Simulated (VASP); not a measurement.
# ZrCd (P4/nmm) in VASP: further runs, part 2 of 2

VASP 6.6.1. The steps go on from the part before.

### 3 Relaxation of volume and atoms at fixed shape, LDA

This run uses another cell than the first one, of 21.84 Å³/atom.

INCAR

```
  PREC = Accurate
  ENCUT = 600
  EDIFF = 1E-7
  ISMEAR = -1
  SIGMA = 0.1
  LREAL = False
  LASPH = True
  NELM = 60
  ALGO = Normal
  ISIF = 8
  LWAVE = False
  LCHARG = False
  IBRION = 2
  NSW = 80
  EDIFFG = -0.03
```

KPOINTS

```
Automatic mesh
0
Gamma
  8 8 3
```

POSCAR

```
ZrCd
1.0
    3.1028460000      0.0000000000      0.0000000000
    0.0000000000      3.1028460000      0.0000000000
    0.0000000000      0.0000000000      9.0733160000
Zr Cd
2 2
Direct
    0.0000000000      0.5000000000      0.8735440000
    0.5000000000      0.0000000000      0.1264560000
    0.0000000000      0.5000000000      0.3811660000
    0.5000000000      0.0000000000      0.6188340000
```

Potentials or basis: VASP PAW LDA potentials, release 64 (Zr_sv, Cd).

Launch:

```sh
> cat potpaw_LDA.64/Zr_sv/POTCAR potpaw_LDA.64/Cd/POTCAR > POTCAR
> mpirun -np 1 vasp_std > vasp.out
```

OUTCAR:

```text
PREC = Accurate
   ENCUT = 600
   EDIFF = 1E-7
   ISMEAR = -1
   LREAL = False
   LASPH = True
   NELM = 60
   ISIF = 8
   IBRION = 2
   NSW = 80
   EDIFFG = -0.03

 ion  position               nearest neighbor table
   1  0.000  0.500  0.874-   2 3.17   2 3.17   2 3.17   2 3.17   4 3.19   4 3.19   4 3.19   4 3.19

   2  0.500  0.000  0.126-   1 3.17   1 3.17   1 3.17   1 3.17   3 3.19   3 3.19   3 3.19   3 3.19

   3  0.000  0.500  0.381-   4 3.08   4 3.08   4 3.08   4 3.08   2 3.19   2 3.19   2 3.19   2 3.19

   4  0.500  0.000  0.619-   3 3.08   3 3.08   3 3.08   3 3.08   1 3.19   1 3.19   1 3.19   1 3.19

  LATTYP: Found a simple tetragonal cell.
 ALAT       =     3.1028460000
 C/A-ratio  =     2.9241915325

  Lattice vectors:

 A1 = (   3.1028460000,   0.0000000000,   0.0000000000)
 A2 = (   0.0000000000,   3.1028460000,   0.0000000000)
 A3 = (   0.0000000000,   0.0000000000,   9.0733160000)

Analysis of symmetry for initial positions (statically):
=====================================================================
 Subroutine PRICEL returns:
 Original cell was already a primitive cell.

 Routine SETGRP: Setting up the symmetry group for a
 simple tetragonal supercell.

 Subroutine GETGRP returns: Found 16 space group operations
 (whereof  8 operations were pure point group operations)
 out of a pool of 16 trial point group operations.

The static configuration has the point symmetry D_2d.
 The point group associated with its full space group is D_4h.

Analysis of symmetry for dynamics (positions and initial velocities):
=====================================================================
 Subroutine PRICEL returns:
 Original cell was already a primitive cell.

 Routine SETGRP: Setting up the symmetry group for a
 simple tetragonal supercell.

 Subroutine GETGRP returns: Found 16 space group operations
 (whereof  8 operations were pure point group operations)
 out of a pool of 16 trial point group operations.

The dynamic configuration has the point symmetry D_2d.
 The point group associated with its full space group is D_4h.

 Subroutine INISYM returns: Found 16 space group operations
 (whereof  8 operations are pure point group operations),
 and found     1 'primitive' translations

----------------------------------------------------------------------------------------

                                     Primitive cell

  volume of cell :      87.3547

  direct lattice vectors                    reciprocal lattice vectors
     3.102846000  0.000000000  0.000000000     0.322284767  0.000000000  0.000000000
     0.000000000  3.102846000  0.000000000     0.000000000  0.322284767  0.000000000
     0.000000000  0.000000000  9.073316000     0.000000000  0.000000000  0.110213289

  length of vectors
     3.102846000  3.102846000  9.073316000     0.322284767  0.322284767  0.110213289

  position of ions in fractional coordinates (direct lattice)
     0.000000000  0.500000000  0.873544000
     0.500000000  0.000000000  0.126456000
     0.000000000  0.500000000  0.381166000
     0.500000000  0.000000000  0.618834000

  ion indices of the primitive-cell ions
   primitive index   ion index
                 1           1
[... 54 lines left out ...]
  0.375000  0.125000  0.333333     16.000000
  0.500000  0.125000  0.333333      8.000000
 [... further k-points ...]
   k-points           NKPTS =     30   k-points in BZ     NKDIM =     30   number of bands    NBANDS=     28
   number of dos      NEDOS =    301   number of ions     NIONS =      4
   total plane-waves  NPLWV =  56448
   dimension x,y,z NGX =    28 NGY =   28 NGZ =   72
   dimension x,y,z NGXF=    56 NGYF=   56 NGZF=  144
   ions per type =               2   2
   NGX,Y,Z   is equivalent  to a cutoff of  15.00, 15.00, 13.19 a.u.
   NGXF,Y,Z  is equivalent  to a cutoff of  30.00, 30.00, 26.38 a.u.
 SYSTEM =  unknown system
   PREC   = accura    normal or accurate (medium, high low for compatibility)
   ISTART =      0    job   : 0-new  1-cont  2-samecut
   ICHARG =      2    charge: 1-file 2-atom 10-const
   ISPIN  =      1    spin polarized calculation?
   LNONCOLLINEAR =      F non collinear calculations
   LSORBIT =      F    spin-orbit coupling
   LASPH  =      T    aspherical Exc in radial PAW
   ENCUT  =  600.0 eV  44.10 Ry    6.64 a.u.   6.20  6.20 18.12*2*pi/ulx,y,z
   NELM   =     60;   NELMIN=  2; NELMDL= -5     # of ELM steps
   EDIFF  = 0.1E-06   stopping-criterion for ELM
   LREAL  =      F    real-space projection
   EDIFFG = -.3E-01   stopping-criterion for IOM
   NSW    =     80    number of steps for IOM
   IBRION =      2    ionic relax: 0-MD 1-quasi-New 2-CG
   NFREE  =      1    steps in history (QN), initial steepest desc. (CG)
   ISIF   =      8    stress and relaxation
   ISYM   =      2    0-nonsym 1-usesym 2-fastsym
   POTIM  = 0.5000    time-step for ionic-motion
   TEBEG  =    0.0;   TEEND  =   0.0 temperature during run
   PSTRESS=    0.0 pullay stress
   NELECT =      48.0000    total number of electrons
   NUPDOWN=      -1.0000    fix difference up-down
   EMIN   =  10.00;   EMAX   =-10.00  energy-range for DOS
   EFERMI =   0.00;   METHOD = LEGACY
   ISMEAR =    -1;   SIGMA  =   0.10  broadening in eV -4-tet -1-fermi 0-gaus
   EFERMI_NEDOS =   21; number of points for ismear=-14 and -15
   IALGO  =     38    algorithm
   IMIX   =      4    mixing-type and parameters
     AMIX     =   0.40;   BMIX     =  1.00
     AMIX_MAG =   1.60;   BMIX_MAG =  1.00
  volume/ion in A,a.u.               =      21.84       147.37
  Fermi-wavevector in a.u.,A,eV,Ry     =   1.340890  2.533914 24.463077  1.797985
  Thomas-Fermi vector in A             =   2.469167
   LORBIT       =      0    0 simple, 1 ext, 2 COOP (PROOUT), +10 PAW based schemes
   GGA     = CA    functional components
   LHFCALC =     F    Hartree Fock is set to
   AEXX    =    0.0000 exact exchange contribution
   IVDW    =     0    specifies the selected vdW correction
   LEPSILON=     F    determine dielectric tensor
   LRPA    =     F    only Hartree local field effects (RPA)
 conjugate gradient relaxation of ions
 non-spin polarized calculation
  energy-cutoff  :      600.00
  volume of cell :       87.35
 maximum number of plane-waves:      2960
 NGX is ok and might be reduce to    28
   NGX = 13   NGY = 13   NGZ = 37

--------------------------------------- Ionic step        1  -------------------------------------------

 number of electron      48.0000007 magnetization

 Free energy of the ion-electron system (eV)
  ---------------------------------------------------
  ext. energy  EPLUGINS =         0.00000000
  ---------------------------------------------------
  free energy    TOTEN  =       -22.20187360 eV

  energy without entropy =      -22.10171650  energy(sigma->0) =      -22.15179505

------------------------ aborting loop because EDIFF is reached ----------------------------------------

  FORCE on cell =-STRESS in cart. coord.  units (eV):
  Direction    XX          YY          ZZ          XY          YZ          ZX
  --------------------------------------------------------------------------------------
  -------------------------------------------------------------------------------------
  Total       -2.8914271     -2.8914271     -3.5666227      0.0000000      0.0000000     -0.0000000
  in kB      -53.0317988    -53.0317988    -65.4155910      0.0000000      0.0000000     -0.0000000
  external PRESSURE =     -57.1597295 kB  Pullay stress =       0.0000000 kB
[... 253 lines left out ...]
--------------------------------------- Ionic step        8  -------------------------------------------

 number of electron      48.0000001 magnetization

 Free energy of the ion-electron system (eV)
  ---------------------------------------------------
  ext. energy  EPLUGINS =         0.00000000
  ---------------------------------------------------
  free energy    TOTEN  =       -22.30894215 eV

  energy without entropy =      -22.21392320  energy(sigma->0) =      -22.26143267

 E-fermi :   6.5288     XC(G=0): -11.8052

 val. band max:        6.5187179376   @ k =   0.5000   0.3750   0.0000
 cond. band min:       6.6113863659   @ k =   0.1250   0.1250   0.3333
 fundamental gap:      0.0926684282
 Fermi energy:         6.5288307981

 k-point     1 :       0.0000    0.0000    0.0000
  band No.  band energies     occupation
      1     -41.8161      2.00000
      2     -41.6924      2.00000
      3     -20.3030      2.00000
      4     -19.7076      2.00000
      5     -19.6110      2.00000
      6     -19.6110      2.00000
[... 733 lines left out ...]
     27       8.2799      0.00000
     28       8.2799      0.00000

 [... further k-points ...]

------------------------ aborting loop because EDIFF is reached ----------------------------------------

  FORCE on cell =-STRESS in cart. coord.  units (eV):
  Direction    XX          YY          ZZ          XY          YZ          ZX
  --------------------------------------------------------------------------------------
  -------------------------------------------------------------------------------------
  Total        0.1421098      0.1421098     -0.5304475      0.0000000      0.0000000     -0.0000000
  in kB        2.7826904      2.7826904    -10.3868381      0.0000000      0.0000000     -0.0000000
  external PRESSURE =      -1.6071524 kB  Pullay stress =       0.0000000 kB
[... 19 lines left out ...]
  FREE ENERGIE OF THE ION-ELECTRON SYSTEM (eV)
  ---------------------------------------------------
  free  energy   TOTEN  =       -22.3089421473 eV

  energy  without entropy=      -22.2139231961  energy(sigma->0) =      -22.26143267

 reached required accuracy - stopping structural energy minimisation
```

Run time: 11 min. Hardware: 1 thread of Intel Xeon 8259CL, shared host; peak memory 0.25 GiB.

What came out:

```yaml
Free_energy: -22.3089 eV
Relaxed_volume: 20.46 Å³/atom
Relaxed_cell: a = 3.036 Å, b = 3.036 Å, c = 8.878 Å, α = 90.00°, β = 90.00°, γ = 90.00°
Space_group_after_relaxing_to_0.1_Å: P4/nmm (No. 129)
Energy_gained_by_relaxing: 26.8 meV/atom
Ionic_steps: 8
Pressure_after_relaxing: -0.2 GPa
Largest_force_after_relaxing: 0.028 eV/Å
Band_gap_on_the_k_mesh: zero (bands 24 and 25 overlap by 1.28 eV)
```

Forces on the atoms (eV/Å):
```
Zr   0.000  0.000  0.012
Zr   0.000  0.000 -0.012
Cd   0.000  0.000  0.028
Cd   0.000  0.000 -0.028
```

Stress tensor (GPa, compression positive):
```
 0.28  0.00  0.00
 0.00  0.28  0.00
 0.00  0.00 -1.04
```

Step by step:
```
step  energy change (eV)  largest force (eV/Å)  pressure (GPa)  volume (Å³)
   1              0.0000                0.0324           -5.72        87.35
   2             -0.0361                0.3307            5.61        77.87
   3             -0.1035                0.1790           -0.05        81.91
   4             -0.1035                0.1830            0.08        81.80
   5             -0.1058                0.0942            0.10        81.71
   6             -0.1068                0.0549            0.13        81.59
   7             -0.1068                0.0545            0.14        81.60
   8             -0.1071                0.0280           -0.16        81.82
```

Final structure:
```
Zr Cd
1.0
     3.03590    0.00000    0.00000
     0.00000    3.03590    0.00000
     0.00000    0.00000    8.87756
Zr Cd
2 2
Direct
  0.00000 0.50000 0.87154
  0.50000 0.00000 0.12846
  0.00000 0.50000 0.38193
  0.50000 0.00000 0.61807
```

Levels at points of the mesh, in eV from the Fermi level:
```tsv
k point	band 20	band 21	band 22	band 23	band 24	band 25	band 26	band 27	band 28
(0.00, 0.00, 0.00)	-5.29	-4.31	-2.08	-1.80	-0.38	0.91	1.88	2.07	2.07
(0.50, 0.00, 0.00)	-3.54	-2.72	-2.72	-0.57	-0.57	0.38	0.38	1.91	1.91
(0.50, 0.50, 0.00)	-2.74	-1.90	-1.90	0.94	0.94	0.94	0.94	2.48	2.48
```

The gap in the log of VASP goes by the Fermi energy; the results here count the filled bands.